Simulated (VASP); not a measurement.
**BaTiO3: single point with PBE**

The system is BaTiO3.

```
Ba Ti O
1.0
     4.18000    0.00000    0.00000
     0.00000    4.18000    0.00000
     0.00000    0.00000    3.69774
Ba Ti O
1 1 3
Direct
  0.00000 0.00000 0.00000
  0.50000 0.50000 0.50000
  0.50000 0.50000 0.00000
  0.50000 0.00000 0.50000
  0.00000 0.50000 0.50000
```

This cell differs from its parent crystal: strain +0.040 along x and y, -0.080 along z.

* Program: VASP 6.6.1
* Task: single point
* Functional: PBE
* Potentials or basis: VASP PAW PBE potentials, release 64 (Ba_sv, Ti_sv, O_h)
* Cutoff: 1340 eV
* k mesh: 8 × 8 × 8
* Occupations: gaussian, width 0.05 eV
* Spin: no spin polarisation

```
Pressure               : 6.0 GPa
Band gap on the k mesh : 1.49 eV (least direct gap 1.64 eV)
```

Stress tensor (GPa, compression positive):
```
-3.59  0.00  0.00
 0.00 -3.59  0.00
 0.00  0.00 25.24
```

Levels at points of the mesh, in eV from the valence-band top:
```tsv
k point	band 16	band 17	band 18	band 19	band 20	band 21	band 22	band 23	band 24	band 25
(0.00, 0.00, 0.00)	-1.19	-0.86	-0.29	-0.29	-0.15	1.49	1.72	1.72	3.36	4.00
(0.50, 0.00, 0.00)	-1.88	-1.48	-1.46	-0.77	-0.74	1.83	3.02	3.06	3.79	5.80
(0.50, 0.50, 0.00)	-2.18	-1.75	-1.71	-1.71	-0.46	3.06	3.06	3.37	5.43	6.62
(0.00, 0.00, 0.50)	-2.87	-2.02	-1.86	-0.89	-0.89	1.76	3.38	4.14	4.14	6.09
(0.50, 0.00, 0.50)	-2.72	-1.77	-0.72	-0.70	-0.30	3.05	4.14	4.19	4.25	7.41
(0.50, 0.50, 0.50)	-3.18	-1.83	-0.28	0.00	0.00	3.67	4.42	4.42	6.21	6.55
```

It took 16 min on 1 thread of Intel(R) Xeon(R) Platinum 8488C (Sapphire Rapids), with other jobs on the host, peak memory 0.73 GiB.

Caveat: the cell differs from its parent crystal (strain +0.040 along x and y, -0.080 along z); the stress differs along the axes, from -4 to 25 GPa; spin-orbit coupling is left out, which moves the levels of the heavy elements. A k mesh can miss the band edges.
